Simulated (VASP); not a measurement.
A run of VASP 6.6.1 is set up as follows.

Contents of POSCAR:

```
LaRhI6
1.0
    4.6933142742      0.0000000000      0.0000000000
    0.0000000000      4.6933142742      0.0000000000
    0.0000000000      0.0000000000     12.1798065031
La Rh I
1 1 6
Direct
    0.0000000000      0.0000000000      0.5000000000
    0.0000000000      0.0000000000      0.0000000000
    0.5000000000      0.5000000000      0.0000000000
    0.5000000000      0.5000000000      0.5000000000
    0.5000000000      0.0000000000      0.2700299796
    0.5000000000      0.0000000000      0.7299700204
    0.0000000000      0.5000000000      0.2700299796
    0.0000000000      0.5000000000      0.7299700204
```

Contents of INCAR.step1:

```
  PREC = Accurate
  ENCUT = 520
  ISMEAR = -1
  SIGMA = 0.03
  LREAL = False
  LASPH = True
  NELM = 60
  NBANDS = 44
  GGA = PE
  ALGO = Normal
  EDIFF = 1E-4
  LWAVE = True
  LCHARG = False
```

The input INCAR.step2:

```
  PREC = Accurate
  ENCUT = 520
  EDIFF = 1E-7
  ISMEAR = -1
  SIGMA = 0.03
  LREAL = False
  LASPH = True
  NELM = 60
  ALGO = Normal
  ISIF = 2
  LWAVE = False
  LCHARG = False
  METAGGA = R2SCAN
  LMIXTAU = True
  LUSE_VDW = True
  IVDW_NL = 2
  BPARAM = 11.95
  CPARAM = 0.0093
  NBANDS = 44
  ISTART = 1
```

The input KPOINTS:

```
regular mesh
0
Gamma
  6 6 2
```

Potentials or basis: VASP PAW PBE potentials, release 64 (La, Rh_pv, I).

Launch:

```sh
$ cat potpaw_PBE.64/La/POTCAR potpaw_PBE.64/Rh_pv/POTCAR potpaw_PBE.64/I/POTCAR > POTCAR
$ cp INCAR.step1 INCAR
$ mpirun -np 1 vasp_std > vasp.out
$ cp INCAR.step2 INCAR
$ mpirun -np 1 vasp_std > vasp.out
```

Problem. Predict the pressure.

Solution. 0.2 GPa.

Problem. Estimate the band gap on the k mesh.

Solution. Zero (bands 34 and 35 overlap by 0.79 eV).

Caveat: the PAW data sets were made with another functional, which shifts forces and pressure a little; spin-orbit coupling is left out, which moves the levels of the heavy elements.
